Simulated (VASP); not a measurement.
A run of VASP 6.6.1 is set up as follows.

INCAR

```
PREC = Accurate ; ENCUT = 520
EDIFF = 1E-6 ; ISMEAR = 0
SIGMA = 0.1 ; LREAL = F
LASPH = T ; NELM = 60
ALGO = Normal ; ISIF = 2
LWAVE = F ; LCHARG = F
GGA = PS ; NBANDS = 18
```

KPOINTS

```
regular mesh
0
Gamma
  14 10 14
```

File POSCAR:

```
P
1.0
    3.0549738373      0.0000000000      0.0000000000
    0.0000000000      4.3098662623      0.0000000000
    0.0000000000      0.0000000000      3.0548687905
P
4
Direct
    0.0000000000      0.7500000000      0.5000106860
    0.0000000000      0.2500000000      0.4999893140
    0.5000000000      0.2500000000      0.0000106860
    0.5000000000      0.7500000000      0.9999893140
```

Potentials or basis: VASP PAW PBE potentials, release 64 (P).

Launch:

```console
$ cat potpaw_PBE.64/P/POTCAR > POTCAR
$ mpirun -np 1 vasp_std > vasp.out
```

Task: Predict the band gap on the k mesh.

Result: Zero (band 10 reaches 17.28 eV, above the bottom of band 11 at 13.51 eV).

Task: Estimate the pressure.

Result: 90.0 GPa.

Caveat: the PAW data sets were made with another functional, which shifts forces and pressure a little.
